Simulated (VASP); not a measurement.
Wanted: the native input for a VASP 6.6.1 run.

```
Task                   : single point
Functional             : PBE
Potentials or basis    : VASP PAW PBE potentials, release 64 (Mg, O)
Cutoff                 : 600 eV
k mesh                 : 10 × 10 × 10
Occupations            : tetrahedron
Spin                   : no spin polarisation
Dipole correction      : no
Further INCAR settings : ALGO = Normal; EDIFF = 1e-06; NBANDS = 11
```

The structure of MgO lies in POSCAR:

```
MgO
1.0
    0.0000000000      2.1066500000      2.1066500000
    2.1066500000      0.0000000000      2.1066500000
    2.1066500000      2.1066500000      0.0000000000
Mg O
1 1
Direct
    0.0000000000      0.0000000000      0.0000000000
    0.5000000000      0.5000000000      0.5000000000
```

The input as run:

INCAR

```
ALGO     = Normal         # electronic algorithm
EDIFF    = 1E-6           # SCF threshold, eV
ENCUT    = 600            # plane-wave cutoff, eV
GGA      = PE             # functional
GGA_COMPAT= False        
ISIF     = 2              # what is computed and relaxed
ISMEAR   = -5             # smearing method
LASPH    = True           # aspherical terms in the spheres
LCHARG   = False          # write CHGCAR
LREAL    = False          # projectors in reciprocal space
LWAVE    = False          # write WAVECAR
NBANDS   = 11             # bands
NELM     = 120            # most SCF steps
PREC     = Accurate       # precision mode
SIGMA    = 0.1            # smearing width, eV
```

KPOINTS

```
k-points
0
Gamma
  10 10 10
```

Potentials or basis: VASP PAW PBE potentials, release 64 (Mg, O).

Command:

```bash
$ cat potpaw_PBE.64/Mg/POTCAR potpaw_PBE.64/O/POTCAR > POTCAR
$ mpirun -np 1 vasp_std > vasp.out
```

It gave:

The pressure is 3.5 GPa and the band gap on the k mesh is 4.72 eV, direct.

Run time: 5 s on 1 thread of Intel(R) Xeon(R) 6975P-C (Granite Rapids), on a shared host, peak memory 0.14 GiB.
